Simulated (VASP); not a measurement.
Input of a VASP 6.6.1 run:

The input POSCAR:

```
AlNi
1.0
    2.8706034424      0.0000000000      0.0000000000
    0.0000000000      2.8706034424      0.0000000000
    0.0000000000      0.0000000000      2.8706034424
Ni Al
1 1
Direct
    0.0000000000      0.0000000000      0.0000000000
    0.5000000000      0.5000000000      0.5000000000
```

File INCAR.step1:

```
SYSTEM = AlNi
ALGO = Normal ; EDIFF = 1E-5
ENCUT = 520 ; GGA = PE
ISIF = 2 ; ISMEAR = -1
LASPH = .TRUE. ; LREAL = .FALSE.
LWAVE = .TRUE. ; NBANDS = 14
NELM = 100 ; PREC = Accurate
SIGMA = 0.1
```

INCAR.step2

```
SYSTEM = AlNi
ALGO = Normal ; EDIFF = 1E-6
ENCUT = 520 ; GGA = PE
HFSCREEN = 0.2079 ; ISIF = 2
ISMEAR = -1 ; ISTART = 1
LASPH = .TRUE. ; LCHARG = .TRUE.
LELF = .TRUE. ; LHFCALC = .TRUE.
LREAL = .FALSE. ; LVHAR = .TRUE.
LWAVE = .FALSE. ; NBANDS = 14
NELM = 100 ; PREC = Accurate
PRECFOCK = Normal ; SIGMA = 0.1
```

File KPOINTS:

```
k-points
0
G
  4 4 4
  0 0 0
```

Potentials or basis: VASP PAW PBE potentials, release 64 (Ni, Al).

Launch:

```console
$ cat potpaw_PBE.64/Ni/POTCAR potpaw_PBE.64/Al/POTCAR > POTCAR
$ cp INCAR.step1 INCAR
$ mpirun -np 1 vasp_std > vasp.out
$ cp INCAR.step2 INCAR
$ mpirun -np 1 vasp_std > vasp.out
```

**Question.** Estimate the pressure.

**Answer.** -1.9 GPa.

Caveat: the k points lie up to 0.55 Å⁻¹ apart; the PAW data sets were made with another functional, which shifts forces and pressure a little. Spin polarisation is off, so any magnetic state and its effect on volume and gap are missing.
